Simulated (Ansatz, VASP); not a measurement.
# Se: VASP beside Ansatz

File POSCAR:

```
Se
1.0
    4.2926573617      0.0000000000      0.0000000000
   -2.1463286808      3.7175503250      0.0000000000
    0.0000000000      0.0000000000      5.0408504902
Se
3
Direct
    0.2284670344      0.0000000000      0.3333333333
    0.0000000000      0.2284670344      0.6666666667
    0.7715329656      0.7715329656      0.0000000000
```

Contents of INCAR.step1:

```
SYSTEM = Se
  PREC = Accurate
  ENCUT = 520
  ISMEAR = 0
  SIGMA = 0.01
  LREAL = .False.
  LASPH = .True.
  NELM = 100
  NBANDS = 16
  GGA = PE
  ALGO = Normal
  EDIFF = 1E-4
  LWAVE = .True.
  LCHARG = .False.
```

Contents of INCAR.step2:

```
SYSTEM = Se
  PREC = Accurate
  ENCUT = 520
  EDIFF = 1E-6
  ISMEAR = 0
  SIGMA = 0.01
  LREAL = .False.
  LASPH = .True.
  NELM = 100
  ALGO = Normal
  ISIF = 2
  LWAVE = .False.
  LCHARG = .False.
  METAGGA = R2SCAN
  LMIXTAU = .True.
  NBANDS = 16
  ISTART = 1
```

File KPOINTS:

```
regular mesh
0
Gamma
  12 12 6
  0 0 0
```

Input for Ansatz:

```yaml
crystal:
  lattice:
    - [4.2926573617, 0.0, 0.0]
    - [-2.1463286808, 3.717550325, 0.0]
    - [0.0, 0.0, 5.0408504902]
  atoms:
    - { symbol: Se, position: [0.2284670344, 0.0, 0.3333333333] }
    - { symbol: Se, position: [0.0, 0.2284670344, 0.6666666667] }
    - { symbol: Se, position: [0.7715329656, 0.7715329656, 0.0] }
kpoints:
  mp_grid: { grid: [12, 12, 6] }
  band_path:
    path:
      - [0.0, 0.0, 0.0]
      - [0.5, 0.0, 0.0]
      - [0.3333333333, 0.3333333333, 0.0]
      - [0.0, 0.0, 0.5]
      - [0.5, 0.0, 0.5]
      - [0.3333333333, 0.3333333333, 0.5]
      - [0.161458, 0.419271, -0.5]
      - [0.35, 0.3, 0.5]
    npoints: 1
hamiltonian:
  xc: r2scan
scf:
  occupations: { method: fixed }
  n_extra_bands: 4
output:
  forces: true
  stress: true
  eigenvalues: true
```

Alike in both runs: task single point; functional r2SCAN; k mesh 12 × 12 × 6; no spin polarisation.

```csv
,VASP,Ansatz
version,VASP 6.6.1,Ansatz 0.2.0
potentials or method,"VASP PAW PBE potentials, release 64 (Se)","plane waves, PAW"
plane-wave cutoff (eV),520,500
occupations,"gaussian, width 0.01 eV",fixed
valence electrons in the cell,18,48
```

|  | VASP | Ansatz | Ansatz less VASP |
| --- | --- | --- | --- |
| gap on the k mesh at the Fermi level (eV) | 1.05 | 1.06 | +0.011 |
| pressure (GPa) | 0.8 | 0.8 | +0.03 |
| traceless stress, the component that is largest in VASP (GPa) | -0.16 | -0.14 | +0.015 |
| rms of the force components (eV/Å) | 0.023 | 0.025 | +0.0021 |

VASP's potentials were made for PBE, not for r2SCAN. Atom by atom the forces differ by 0.002 eV/Å (rms over components). VASP's potentials hold 18 valence electrons a cell and Ansatz's 48, so a difference there can come from the potentials and not from the codes.
